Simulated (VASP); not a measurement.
# Ni (Fm-3m) in VASP: notebook, part 2 of 2

VASP 6.6.1. The steps go on from the part before.

## 3. Single point, PBEsol, collinear spin, ferromagnetic start

INCAR reads:

```
SYSTEM = Ni
  ALGO = Normal
  EDIFF = 1E-6
  ENCUT = 520
  GGA = PS
  ISIF = 2
  ISMEAR = -1
  ISPIN = 2
  LASPH = .TRUE.
  LCHARG = .TRUE.
  LELF = .TRUE.
  LMAXMIX = 4
  LORBIT = 11
  LREAL = .FALSE.
  LVHAR = .TRUE.
  LWAVE = .FALSE.
  MAGMOM = 1
  NBANDS = 15
  NELM = 150
  NUPDOWN = 1.0
  PREC = Accurate
  SIGMA = 0.05
```

KPOINTS reads:

```
k-points
0
G
  11 11 11
  0 0 0
```

POSCAR reads:

```
Ni
1.0
    0.0000000000      1.7375729330      1.7375729330
    1.7375729330      0.0000000000      1.7375729330
    1.7375729330      1.7375729330      0.0000000000
Ni
1
Direct
    0.0000000000      0.0000000000      0.0000000000
```

Potentials or basis: VASP PAW PBE potentials, release 64 (Ni).

Run with:

```bash
cat potpaw_PBE.64/Ni/POTCAR > POTCAR
mpirun -np 1 vasp_std > vasp.out
```

OUTCAR:

```text
SYSTEM = Ni
   EDIFF = 1E-6
   ENCUT = 520
   GGA = PS
   ISIF = 2
   ISMEAR = -1
   ISPIN = 2
   LASPH = .TRUE.
   LORBIT = 11
   LREAL = .FALSE.
   NELM = 150
   NUPDOWN = 1.0
   PREC = Accurate

 ion  position               nearest neighbor table
   1  0.000  0.000  0.000-

  LATTYP: Found a face centered cubic cell.
 ALAT       =     3.4751458660

  Lattice vectors:

 A1 = (   0.0000000000,   1.7375729330,   1.7375729330)
 A2 = (   1.7375729330,   0.0000000000,   1.7375729330)
 A3 = (   1.7375729330,   1.7375729330,   0.0000000000)

Analysis of symmetry for initial positions (statically):
=====================================================================
 Subroutine PRICEL returns:
 Original cell was already a primitive cell.

 Routine SETGRP: Setting up the symmetry group for a
 face centered cubic supercell.

 Subroutine GETGRP returns: Found 48 space group operations
 (whereof 48 operations were pure point group operations)
 out of a pool of 48 trial point group operations.

The static configuration has the point symmetry O_h .

Analysis of symmetry for dynamics (positions and initial velocities):
=====================================================================
 Subroutine PRICEL returns:
 Original cell was already a primitive cell.

 Routine SETGRP: Setting up the symmetry group for a
 face centered cubic supercell.

 Subroutine GETGRP returns: Found 48 space group operations
 (whereof 48 operations were pure point group operations)
 out of a pool of 48 trial point group operations.

The dynamic configuration has the point symmetry O_h .

Analysis of structural, dynamic, and magnetic symmetry:
=====================================================================
 Subroutine PRICEL returns:
 Original cell was already a primitive cell.

 Routine SETGRP: Setting up the symmetry group for a
 face centered cubic supercell.

 Subroutine GETGRP returns: Found 48 space group operations
 (whereof 48 operations were pure point group operations)
 out of a pool of 48 trial point group operations.

The overall configuration has the point symmetry O_h .

 Subroutine INISYM returns: Found 48 space group operations
 (whereof 48 operations are pure point group operations),
 and found     1 'primitive' translations

----------------------------------------------------------------------------------------

                                     Primitive cell

  volume of cell :      10.4920

  direct lattice vectors                    reciprocal lattice vectors
     0.000000000  1.737572933  1.737572933    -0.287757705  0.287757705  0.287757705
     1.737572933  0.000000000  1.737572933     0.287757705 -0.287757705  0.287757705
     1.737572933  1.737572933  0.000000000     0.287757705  0.287757705 -0.287757705

  length of vectors
     2.457299207  2.457299207  2.457299207     0.498410966  0.498410966  0.498410966

  position of ions in fractional coordinates (direct lattice)
     0.000000000  0.000000000  0.000000000

  ion indices of the primitive-cell ions
   primitive index   ion index
                 1           1

----------------------------------------------------------------------------------------

 KPOINTS: k-points

Automatic generation of k-mesh.
 Grid dimensions read from file:
 generate k-points for:   11   11   11

[... 66 lines left out ...]
   NSW    =      0    number of steps for IOM
   IBRION =     -1    ionic relax: 0-MD 1-quasi-New 2-CG
   NFREE  =      0    steps in history (QN), initial steepest desc. (CG)
   ISIF   =      2    stress and relaxation
   ISYM   =      2    0-nonsym 1-usesym 2-fastsym
   POTIM  = 0.5000    time-step for ionic-motion
   TEBEG  =    0.0;   TEEND  =   0.0 temperature during run
   PSTRESS=    0.0 pullay stress
   NELECT =      10.0000    total number of electrons
   NUPDOWN=       1.0000    fix difference up-down
   EMIN   =  10.00;   EMAX   =-10.00  energy-range for DOS
   EFERMI =   0.00;   METHOD = LEGACY
   ISMEAR =    -1;   SIGMA  =   0.05  broadening in eV -4-tet -1-fermi 0-gaus
   EFERMI_NEDOS =   21; number of points for ismear=-14 and -15
   IALGO  =     38    algorithm
   IMIX   =      4    mixing-type and parameters
     AMIX     =   0.40;   BMIX     =  1.00
     AMIX_MAG =   1.60;   BMIX_MAG =  1.00
  volume/ion in A,a.u.               =      10.49        70.80
  Fermi-wavevector in a.u.,A,eV,Ry     =   1.611097  3.044533 35.315755  2.595635
  Thomas-Fermi vector in A             =   2.706542
   LORBIT       =     11    0 simple, 1 ext, 2 COOP (PROOUT), +10 PAW based schemes
   GGA     = PS    functional components
   LHFCALC =     F    Hartree Fock is set to
   AEXX    =    0.0000 exact exchange contribution
   IVDW    =     0    specifies the selected vdW correction
   LEPSILON=     F    determine dielectric tensor
   LRPA    =     F    only Hartree local field effects (RPA)
 spin polarized calculation
  energy-cutoff  :      520.00
  volume of cell :       10.49
 maximum number of plane-waves:       295
   NGX =  9   NGY =  9   NGZ =  9

 number of electron      10.0000000 magnetization       1.0000000

 number of electron       9.9999998 magnetization       0.9999999

 Free energy of the ion-electron system (eV)
  ---------------------------------------------------
  ext. energy  EPLUGINS =         0.00000000
  ---------------------------------------------------
  free energy    TOTEN  =        -6.03801902 eV

  energy without entropy =       -6.02559619  energy(sigma->0) =       -6.03180761

 E-fermi :   9.6041     XC(G=0): -13.6691

 val. band max:       10.7142994976   @ k =   0.4545   0.2727   0.0000
 cond. band min:       9.6205776164   @ k =   0.3636   0.0000   0.0000
 fundamental gap:     -1.0937218812
 Fermi energy:        10.8067957536

 spin component 1

 k-point     1 :       0.0000    0.0000    0.0000
  band No.  band energies     occupation
      1       0.3261      1.00000
      2       6.8845      1.00000
      3       6.8845      1.00000
      4       6.8845      1.00000
      5       8.0994      1.00000
      6       8.0994      1.00000
      7      33.6694      0.00000
      8      37.7668      0.00000
      9      37.7668      0.00000
     10      37.7668      0.00000
     11      40.7575      0.00000
     12      40.7575      0.00000
     13      40.7575      0.00000
     14      43.7774      0.00000
[... 403 lines left out ...]
      4       7.5335      1.00000
      5       7.6587      1.00000
      6       8.9032      1.00000
      7      25.2306      0.00000
      8      26.1073      0.00000
      9      36.1488      0.00000
     10      37.2042      0.00000
     11      39.2596      0.00000
     12      42.3391      0.00000
     13      43.1454      0.00000
     14      48.6721      0.00000
     15      51.9330      0.00000

 [... further k-points ...]

 spin component 2

 k-point     1 :       0.0000    0.0000    0.0000
  band No.  band energies     occupation
      1       0.4535      1.00000
      2       7.9453      1.00000
      3       7.9453      1.00000
      4       7.9453      1.00000
      5       9.0581      0.99998
      6       9.0581      0.99998
      7      33.6715      0.00000
      8      37.9124      0.00000
      9      37.9124      0.00000
     10      37.9124      0.00000
     11      41.0571      0.00000
     12      41.0571      0.00000
     13      41.0571      0.00000
     14      43.8250      0.00000
[... 403 lines left out ...]
      4       8.5789      1.00000
      5       8.6380      1.00000
      6       9.9286      0.00152
      7      25.5895      0.00000
      8      26.3767      0.00000
      9      36.2860      0.00000
     10      37.4561      0.00000
     11      39.3377      0.00000
     12      42.5815      0.00000
     13      43.4363      0.00000
     14      49.1189      0.00000
     15      52.0719      0.00000

 [... further k-points ...]
[... 5 lines left out ...]
  --------------------------------------------------------------------------------------
  -------------------------------------------------------------------------------------
  Total        0.0868076      0.0868076      0.0868076      0.0000000      0.0000000      0.0000000
  in kB       13.2559034     13.2559034     13.2559034      0.0000000      0.0000000      0.0000000
  external PRESSURE =      13.2559034 kB  Pullay stress =       0.0000000 kB

 VOLUME and BASIS-vectors are now :
 -----------------------------------------------------------------------------
  energy-cutoff  :      520.00
  volume of cell :       10.49
      direct lattice vectors                 reciprocal lattice vectors
     0.000000000  1.737572933  1.737572933    -0.287757705  0.287757705  0.287757705
     1.737572933  0.000000000  1.737572933     0.287757705 -0.287757705  0.287757705
     1.737572933  1.737572933  0.000000000     0.287757705  0.287757705 -0.287757705

 POSITION                                       TOTAL-FORCE (eV/Angst)
 -----------------------------------------------------------------------------------
      0.00000      0.00000      0.00000         0.000000      0.000000      0.000000
 -----------------------------------------------------------------------------------
    total drift:                                0.000000     -0.000000     -0.000000

  FREE ENERGIE OF THE ION-ELECTRON SYSTEM (eV)
  ---------------------------------------------------
  free  energy   TOTEN  =        -6.0380190249 eV

  energy  without entropy=       -6.0255961858  energy(sigma->0) =       -6.03180761

 total charge

# of ion       s       p       d       tot
------------------------------------------
    1        0.529   0.563   8.277   9.370

 magnetization (x)

# of ion       s       p       d       tot
------------------------------------------
    1        0.009   0.009   0.972   0.990
```

It took 11 s on 1 thread of Intel Xeon 6975P-C, shared host; peak memory 0.13 GiB.

Results:

```yaml
Free_energy: -6.0380 eV
Pressure: 1.3 GPa
Net_moment: 1.00 μB per cell
Site_moments: Ni +0.99 μB
Valence_electrons_inside_the_program's_atomic_spheres: Ni 9.37
```

Caveat: the PAW data sets were made with another functional, which shifts forces and pressure a little; the total moment is fixed, so each spin has its own Fermi level.

## 4. Single point, PBEsol, collinear spin, ferromagnetic start

INCAR reads:

```
PREC = Accurate
ENCUT = 520
EDIFF = 1E-7
ISMEAR = -1
SIGMA = 0.05
LREAL = F
LASPH = T
NELM = 150
ALGO = Normal
ISIF = 2
LWAVE = F
LCHARG = F
ISPIN = 2
MAGMOM = 1.2
LORBIT = 11
NUPDOWN = 1.2
LMAXMIX = 4
GGA = PS
NBANDS = 15
```

KPOINTS reads:

```
Automatic mesh
0
Gamma
  11 11 11
```

POSCAR is that of step 3.

Run with:

```bash
cat potpaw_PBE.64/Ni/POTCAR > POTCAR
mpirun -np 1 vasp_std > vasp.out
```

Run time: 11 s. Hardware: 1 thread of Intel Xeon 6975P-C, shared host; peak memory 0.13 GiB.

It converged, with:

```yaml
Free_energy: -5.8770 eV
Pressure: 4.5 GPa
Net_moment: 1.20 μB per cell
Site_moments: Ni +1.17 μB
Valence_electrons_inside_the_program's_atomic_spheres: Ni 9.36
```

Caveat: the PAW data sets were made with another functional, which shifts forces and pressure a little; the total moment is fixed, so each spin has its own Fermi level.

## 5. Single point, PBEsol, collinear spin, ferromagnetic start

INCAR reads:

```
SYSTEM = Ni
  ALGO = Normal
  EDIFF = 1E-6
  ENCUT = 520
  GGA = PS
  ISIF = 2
  ISMEAR = -1
  ISPIN = 2
  LASPH = .TRUE.
  LCHARG = .FALSE.
  LMAXMIX = 4
  LORBIT = 11
  LREAL = .FALSE.
  LWAVE = .FALSE.
  MAGMOM = 1.5
  NBANDS = 15
  NELM = 150
  NUPDOWN = 1.5
  PREC = Accurate
  SIGMA = 0.05
```

KPOINTS reads:

```
k-points
0
G
  11 11 11
  0 0 0
```

POSCAR is that of step 4.

Run with:

```bash
cat potpaw_PBE.64/Ni/POTCAR > POTCAR
mpirun -np 1 vasp_std > vasp.out
```

Wall time 12 s (1 thread of Intel Xeon 6975P-C, shared host); peak memory 0.13 GiB.

It converged, with:

```yaml
Free_energy: -5.5064 eV
Pressure: 10.6 GPa
Net_moment: 1.50 μB per cell
Site_moments: Ni +1.45 μB
Valence_electrons_inside_the_program's_atomic_spheres: Ni 9.35
```

Caveat: the PAW data sets were made with another functional, which shifts forces and pressure a little; the total moment is fixed, so each spin has its own Fermi level.

## 6. Single point, PBEsol, collinear spin, ferromagnetic start

INCAR reads:

```
PREC = Accurate ; ENCUT = 520
EDIFF = 1E-6 ; ISMEAR = -1
SIGMA = 0.05 ; LREAL = False
LASPH = True ; NELM = 150
ALGO = Normal ; ISIF = 2
LWAVE = False ; LCHARG = False
ISPIN = 2 ; MAGMOM = 2
LORBIT = 11 ; NUPDOWN = 2.0
LMAXMIX = 4 ; GGA = PS
NBANDS = 15
```

KPOINTS reads:

```
regular mesh
0
Gamma
  11 11 11
```

POSCAR is that of step 5.

Potentials or basis: VASP PAW PBE potentials, release 64 (Ni).

Run with:

```bash
cat potpaw_PBE.64/Ni/POTCAR > POTCAR
mpirun -np 1 vasp_std > vasp.out
```

Wall time 13 s (1 thread of Intel Xeon 6975P-C, shared host); peak memory 0.13 GiB.

Results (log left out):

```
Free energy                                           : -4.3397 eV
Pressure                                              : 27.3 GPa
Net moment                                            : 2.00 μB per cell
Site moments                                          : Ni +1.89 μB
Valence electrons inside the program's atomic spheres : Ni 9.32
```

Caveat: the PAW data sets were made with another functional, which shifts forces and pressure a little; the total moment is fixed, so each spin has its own Fermi level.

## 7. The runs side by side

| fixed moment (μB) | pressure (GPa) | moment (μB) |
| --- | --- | --- |
| 0.8 | -0.7 | 0.80 |
| 1.0 | 1.3 | 1.00 |
| 1.2 | 4.5 | 1.20 |
| 1.5 | 10.6 | 1.50 |
| 2.0 | 27.3 | 2.00 |

Alike in all rows: task single point; level PBEsol; potentials or basis VASP PAW PBE potentials, release 64 (Ni); spin collinear, ferromagnetic start; cell as given; k mesh 11 × 11 × 11; cutoff (eV) 520; smearing fermi-dirac 0.05 eV.

Caveats: the PAW data sets were made with another functional, which shifts forces and pressure a little; the total moment is fixed, so each spin has its own Fermi level.

Absolute energies hang on the potentials; compare differences alone.
